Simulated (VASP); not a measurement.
Wanted: the native input for a VASP 6.6.1 run.

```yaml
Task: single point
Functional: BLYP
Dispersion: D3(BJ)
Potentials_or_basis: VASP PAW PBE potentials, release 64 (Te, Mo_sv)
Cutoff: 520 eV
k_mesh: 9 × 9 × 2
Occupations: fermi-dirac, width 0.05 eV
Spin: no spin polarisation
Dipole_correction: no
Further_INCAR_settings: ALGO = Normal; EDIFF = 1e-06; NBANDS = 35
```

The structure of Te2Mo lies in POSCAR:

```
Te2Mo
1.0
    3.4463798477      0.0000000000      0.0000000000
   -1.7231899238      2.9846524992      0.0000000000
    0.0000000000      0.0000000000     13.6883444487
Te Mo
4 2
Direct
    0.6666666667      0.3333333333      0.3790000000
    0.3333333333      0.6666666667      0.8790000000
    0.6666666667      0.3333333333      0.1210000000
    0.3333333333      0.6666666667      0.6210000000
    0.6666666667      0.3333333333      0.7500000000
    0.3333333333      0.6666666667      0.2500000000
```

These files were run (other wordings do the same):

INCAR

```
SYSTEM = Te2Mo
AGGAC = 1.0
AGGAX = 1.0
ALDAC = 0.0
ALDAX = 1.0
ALGO = Normal
EDIFF = 1E-6
ENCUT = 520
GGA = B5
ISIF = 2
ISMEAR = -1
IVDW = 12
LASPH = .TRUE.
LCHARG = .TRUE.
LELF = .TRUE.
LREAL = .FALSE.
LVHAR = .TRUE.
LWAVE = .FALSE.
NBANDS = 35
NELM = 80
PREC = Accurate
SIGMA = 0.05
VDW_A1 = 0.4298
VDW_A2 = 4.2359
VDW_S6 = 1.0
VDW_S8 = 2.6996
```

KPOINTS

```
k-points
0
G
  9 9 2
  0 0 0
```

Potentials or basis: VASP PAW PBE potentials, release 64 (Te, Mo_sv).

The run is started by

```sh
$ cat potpaw_PBE.64/Te/POTCAR potpaw_PBE.64/Mo_sv/POTCAR > POTCAR
$ mpirun -np 1 vasp_std > vasp.out
```

It gave:

```yaml
Pressure: 8.7 GPa
Largest_force: 1.448 eV/Å
Band_gap_on_the_k_mesh: 0.77 eV, indirect (least direct gap 1.13 eV)
Dispersion_energy_per_atom: -1.338 eV
```

Caveat: the PAW data sets were made with another functional, which shifts forces and pressure a little; spin-orbit coupling is left out, which moves the levels of the heavy elements.

It took 2.1 min on 1 thread of AMD EPYC 9R45 96-Core Processor (Zen 5) (shared host), peak memory 0.3 GiB.
